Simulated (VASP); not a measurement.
# Ag (I4/mmm) in VASP: notebook, part 2 of 2

VASP 6.6.1.

### 5 Single point, PBEsol

This run uses another cell than the first one, of the same volume but with other edges.

INCAR

```
SYSTEM = Ag
  PREC = Accurate
  ENCUT = 520
  EDIFF = 1E-6
  ISMEAR = 0
  SIGMA = 0.15
  LREAL = .False.
  LASPH = .True.
  NELM = 80
  ALGO = Fast
  ISIF = 2
  LWAVE = .False.
  LCHARG = .True.
  GGA = PS
  LELF = .True.
  LVHAR = .True.
  NBANDS = 12
```

KPOINTS

```
Automatic mesh
0
Gamma
  22 22 22
  0 0 0
```

POSCAR

```
Ag
1.0
    0.0000000000      2.3585866620      1.5330813303
    2.3585866620      0.0000000000      1.5330813303
    2.3585866620      2.3585866620      0.0000000000
Ag
1
Direct
    0.0000000000      0.0000000000      0.0000000000
```

Potentials or basis: VASP PAW PBE potentials, release 64 (Ag).

Command:

```console
> cat potpaw_PBE.64/Ag/POTCAR > POTCAR
> mpirun -np 1 vasp_std > vasp.out
```

OUTCAR:

```text
SYSTEM = Ag
   PREC = Accurate
   ENCUT = 520
   EDIFF = 1E-6
   ISMEAR = 0
   LREAL = .False.
   LASPH = .True.
   NELM = 80
   ISIF = 2
   GGA = PS

 ion  position               nearest neighbor table
   1  0.000  0.000  0.000-

  LATTYP: Found a body centered tetragonal cell.
 ALAT       =     3.3355452454
 C/A-ratio  =     0.9192388155

  Lattice vectors:

 A1 = (   0.0000000000,  -2.3585866620,  -1.5330813303)
 A2 = (   0.0000000000,   2.3585866620,  -1.5330813303)
 A3 = (   2.3585866620,   0.0000000000,   1.5330813303)

Analysis of symmetry for initial positions (statically):
=====================================================================
 Subroutine PRICEL returns:
 Original cell was already a primitive cell.

 Routine SETGRP: Setting up the symmetry group for a
 body centered tetragonal supercell.

 Subroutine GETGRP returns: Found 16 space group operations
 (whereof 16 operations were pure point group operations)
 out of a pool of 16 trial point group operations.

The static configuration has the point symmetry D_4h.

Analysis of symmetry for dynamics (positions and initial velocities):
=====================================================================
 Subroutine PRICEL returns:
 Original cell was already a primitive cell.

 Routine SETGRP: Setting up the symmetry group for a
 body centered tetragonal supercell.

 Subroutine GETGRP returns: Found 16 space group operations
 (whereof 16 operations were pure point group operations)
 out of a pool of 16 trial point group operations.

The dynamic configuration has the point symmetry D_4h.

 Subroutine INISYM returns: Found 16 space group operations
 (whereof 16 operations are pure point group operations),
 and found     1 'primitive' translations

----------------------------------------------------------------------------------------

                                     Primitive cell

[... 115 lines left out ...]
   AEXX    =    0.0000 exact exchange contribution
   IVDW    =     0    specifies the selected vdW correction
   LEPSILON=     F    determine dielectric tensor
   LRPA    =     F    only Hartree local field effects (RPA)
 non-spin polarized calculation
 RMM-DIIS sequential band-by-band and
 Gauss-broadening in eV      SIGMA  =   0.15
  energy-cutoff  :      520.00
  volume of cell :       17.06
 maximum number of plane-waves:       472
 NGX is ok and might be reduce to    24

 number of electron      11.0000000 magnetization

 Free energy of the ion-electron system (eV)
  ---------------------------------------------------
  ext. energy  EPLUGINS =         0.00000000
  ---------------------------------------------------
  free energy    TOTEN  =        -3.27265209 eV

  energy without entropy =       -3.26882807  energy(sigma->0) =       -3.27074008

 E-fermi :   8.2340     XC(G=0): -12.4085

 val. band max:        8.2296936119   @ k =   0.5000   0.0455   0.1818
 cond. band min:       8.2376971889   @ k =   0.5000   0.0455   0.1364
 fundamental gap:      0.0080035770
 Fermi energy:         8.2339857467

 k-point     1 :       0.0000    0.0000    0.0000
  band No.  band energies     occupation
      1       0.4058      2.00000
      2       3.0912      2.00000
      3       3.5082      2.00000
      4       3.5082      2.00000
      5       4.4063      2.00000
      6       4.8823      2.00000
      7      25.6128      0.00000
      8      25.6128      0.00000
      9      27.2872      0.00000
     10      31.8484      0.00000
     11      31.8484      0.00000
     12      32.2545      0.00000
[... 331 lines left out ...]
 k-point    24 :      -0.4545    0.0455    0.0000
  band No.  band energies     occupation
      1       1.8906      2.00000
      2       2.4845      2.00000
      3       4.5823      2.00000
      4       4.8589      2.00000
      5       5.6418      2.00000
      6       7.9610      1.98994
      7      13.3870      0.00000
      8      21.1892      0.00000
      9      21.8819      0.00000
     10      28.1102      0.00000
     11      29.0022      0.00000
     12      32.7090      0.00000

 [... further k-points ...]

------------------------ aborting loop because EDIFF is reached ----------------------------------------

  FORCE on cell =-STRESS in cart. coord.  units (eV):
  Direction    XX          YY          ZZ          XY          YZ          ZX
  --------------------------------------------------------------------------------------
  -------------------------------------------------------------------------------------
  Total       -0.1903216     -0.1903216     -0.2152442      0.0000000      0.0000000      0.0000000
  in kB      -17.8772076    -17.8772076    -20.2182362      0.0000000      0.0000000      0.0000000
  external PRESSURE =     -18.6575505 kB  Pullay stress =       0.0000000 kB

 VOLUME and BASIS-vectors are now :
 -----------------------------------------------------------------------------
  energy-cutoff  :      520.00
  volume of cell :       17.06
      direct lattice vectors                 reciprocal lattice vectors
     0.000000000  2.358586662  1.533081330    -0.211991362  0.211991362  0.326140558
     2.358586662  0.000000000  1.533081330     0.211991362 -0.211991362  0.326140558
     2.358586662  2.358586662  0.000000000     0.211991362  0.211991362 -0.326140558

 POSITION                                       TOTAL-FORCE (eV/Angst)
 -----------------------------------------------------------------------------------
      0.00000      0.00000      0.00000         0.000000      0.000000      0.000000
 -----------------------------------------------------------------------------------
    total drift:                               -0.000000     -0.000000      0.000000

  FREE ENERGIE OF THE ION-ELECTRON SYSTEM (eV)
  ---------------------------------------------------
  free  energy   TOTEN  =        -3.2726520860 eV

  energy  without entropy=       -3.2688280723  energy(sigma->0) =       -3.27074008
```

stdout:

```text
POSCAR found type information on POSCAR Ag
 POSCAR found :  1 types and       1 ions
 scaLAPACK will be used
 -----------------------------------------------------------------------------
|                                                                             |
|                                                                             |
|     You enforced a specific xc type in the INCAR file but a different       |
|     I HOPE YOU KNOW WHAT YOU ARE DOING!                                     |
|                                                                             |
 -----------------------------------------------------------------------------

 LDA part: xc-table for (Slater+PW92), standard interpolation
 POSCAR, INCAR and KPOINTS ok, starting setup
 FFT: planning ... GRIDC
 FFT: planning ... GRID_SOFT
 FFT: planning ... GRID
 WAVECAR not read
 entering main loop
```

Wall time 3.7 min (1 thread of Intel Xeon 8259CL, shared host); peak memory 0.28 GiB.

Results:

```
Free energy            : -3.2727 eV
Pressure               : -1.9 GPa
Band gap on the k mesh : zero (an odd number of electrons rules out a gap without spin polarisation)
```

Caveat: the PAW data sets were made with another functional, which shifts forces and pressure a little.

### 6 Single point, PBEsol

This run uses another cell than the first one, of the same volume but with other edges.

INCAR

```
ALGO = Fast
EDIFF = 1E-7
ENCUT = 520
GGA = PS
ISIF = 2
ISMEAR = 0
LASPH = T
LCHARG = F
LREAL = F
LWAVE = F
NBANDS = 12
NELM = 100
PREC = Accurate
SIGMA = 0.15
```

KPOINTS

```
k-points
0
Gamma
  22 22 22
```

POSCAR

```
Ag
1.0
    0.0000000000      1.7848122475      2.6772183713
    1.7848122475      0.0000000000      2.6772183713
    1.7848122475      1.7848122475      0.0000000000
Ag
1
Direct
    0.0000000000      0.0000000000      0.0000000000
```

Potentials or basis: VASP PAW PBE potentials, release 64 (Ag).

Command:

```console
> cat potpaw_PBE.64/Ag/POTCAR > POTCAR
> mpirun -np 1 vasp_std > vasp.out
```

Wall time 2.6 min (1 thread of Intel Xeon 8259CL, shared host); peak memory 0.28 GiB.

It converged, with:

```
Free energy            : -2.8665 eV
Pressure               : 11.5 GPa
Band gap on the k mesh : zero (an odd number of electrons rules out a gap without spin polarisation)
```

Stress tensor (GPa, compression positive):
```
 24.83   0.00   0.00
  0.00  24.83   0.00
  0.00   0.00 -15.03
```

Levels at points of the mesh, in eV from the Fermi level:
```csv
k point,band 3,band 4,band 5,band 6,band 7,band 8,band 9,band 10
"(0.00, 0.00, 0.00)",-5.50,-3.61,-3.61,-2.59,13.20,18.16,20.07,21.51
"(0.50, 0.00, 0.00)",-4.03,-3.01,-2.97,-0.04,4.47,10.26,17.06,20.58
"(0.50, 0.50, 0.00)",-2.91,-2.91,-2.51,-1.59,1.11,16.12,16.12,22.10
"(0.50, 0.00, 0.50)",-4.19,-3.24,-1.42,4.40,9.49,9.85,10.41,15.80
```

Caveat: the cell stands under pressure; the PAW data sets were made with another functional, which shifts forces and pressure a little.

### 7 Overview

| cell | further INCAR settings | gap on the mesh (eV) | pressure (GPa) |
| --- | --- | --- | --- |
| a = 3.070, b = 3.070, c = 2.647 Å, angles 64.5, 64.5, 51.1°, 1 atom | ALGO = Fast; EDIFF = 1e-07; NBANDS = 12 | none | 1.8 |
| a = 2.854, b = 2.854, c = 2.971 Å, angles 58.6, 58.6, 62.7°, 1 atom | ALGO = Fast; EDIFF = 1e-06; NBANDS = 12 | none | -2.5 |
| a = 2.942, b = 2.942, c = 2.799 Å, angles 61.6, 61.6, 56.8°, 1 atom | ALGO = Fast; EDIFF = 1e-06; NBANDS = 12 | none | -2.4 |
| a = 2.813, b = 2.813, c = 3.336 Å, angles 53.6, 53.6, 72.7°, 1 atom | ALGO = Fast; EDIFF = 1e-06; NBANDS = 12 | none | -1.9 |
| a = 3.218, b = 3.218, c = 2.524 Å, angles 66.9, 66.9, 46.2°, 1 atom | ALGO = Fast; EDIFF = 1e-07; NBANDS = 12 | none | 11.5 |

Alike in all rows: task single point; level PBEsol; potentials or basis VASP PAW PBE potentials, release 64 (Ag); no spin polarisation; k mesh 22 × 22 × 22; cutoff (eV) 520; smearing gaussian 0.15 eV.

Caveats: the PAW data sets were made with another functional, which shifts forces and pressure a little; the cell stands under pressure (at least some runs).

Total energies depend on the potentials used, so only differences within one code and one set of settings carry meaning.
